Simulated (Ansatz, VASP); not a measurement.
# One calculation of BN, two programs

Contents of INCAR:

```
SYSTEM = BN
PREC = Accurate
ENCUT = 520
EDIFF = 1E-6
ISMEAR = -1
SIGMA = 0.02
LREAL = .FALSE.
LASPH = .TRUE.
NELM = 100
ALGO = Normal
ISIF = 2
LWAVE = .FALSE.
LCHARG = .FALSE.
GGA = PE
NBANDS = 16
```

Contents of KPOINTS:

```
regular mesh
0
G
  12 12 6
  0 0 0
```

The input POSCAR:

```
BN
1.0
    2.5439500026     -0.0508790000      0.0000000000
   -1.3160375079      2.2285648283      0.0000000000
    0.0000000000      0.0000000000      4.2078153385
B N
2 2
Direct
    0.3326246619      0.6668611786      0.0002589647
    0.6673753381      0.3331388214      0.5002589647
    0.3364642902      0.6670236426      0.3747410353
    0.6635357098      0.3329763574      0.8747410353
```

Input for Ansatz:

```yaml
crystal:
  lattice:
    - [2.5439500026, -0.050879, 0.0]
    - [-1.3160375079, 2.2285648283, 0.0]
    - [0.0, 0.0, 4.2078153385]
  atoms:
    - { symbol: B, position: [0.3326246619, 0.6668611786, 0.0002589647] }
    - { symbol: B, position: [0.6673753381, 0.3331388214, 0.5002589647] }
    - { symbol: "N", position: [0.3364642902, 0.6670236426, 0.3747410353] }
    - { symbol: "N", position: [0.6635357098, 0.3329763574, 0.8747410353] }
kpoints:
  mp_grid: { grid: [12, 12, 6] }
  band_path:
    path:
      - [0.0, 0.0, 0.0]
      - [0.5, 0.0, 0.0]
      - [0.3333333333, 0.3333333333, 0.0]
      - [0.0, 0.0, 0.5]
      - [0.5, 0.0, 0.5]
      - [0.3333333333, 0.3333333333, 0.5]
      - [0.1, 0.0, 0.0]
      - [0.333333, 0.328125, 0.0]
    npoints: 1
hamiltonian:
  xc: pbe
scf:
  occupations: { method: fermi_dirac, width: 0.02 }
  n_extra_bands: 5
output:
  forces: true
  stress: true
  eigenvalues: true
```

Change from the starting cell: shear_xy strain -4.0%.

Alike in both runs: task single point; functional PBE; k mesh 12 × 12 × 6; occupations fermi-dirac, width 0.02 eV; no spin polarisation.

```csv
,VASP,Ansatz
version,VASP 6.6.1,Ansatz 0.2.0
potentials or method,"VASP PAW PBE potentials, release 64 (B, N)","plane waves, PAW"
plane-wave cutoff (eV),520,420
valence electrons in the cell,16,16
```

|  | VASP | Ansatz | Ansatz less VASP |
| --- | --- | --- | --- |
| gap on the k mesh at the Fermi level (eV) | 5.04 | 5.05 | +0.016 |
| pressure (GPa) | 5.4 | 5.1 | -0.27 |
| traceless stress, the component that is largest in VASP (GPa) | 16.36 | 16.27 | -0.086 |
| rms of the force components (eV/Å) | 0.021 | 0.018 | -0.0034 |

Atom by atom the forces differ by 0.003 eV/Å (rms over components). The functional is the same, so the differences come from potentials, cutoffs and numerics.
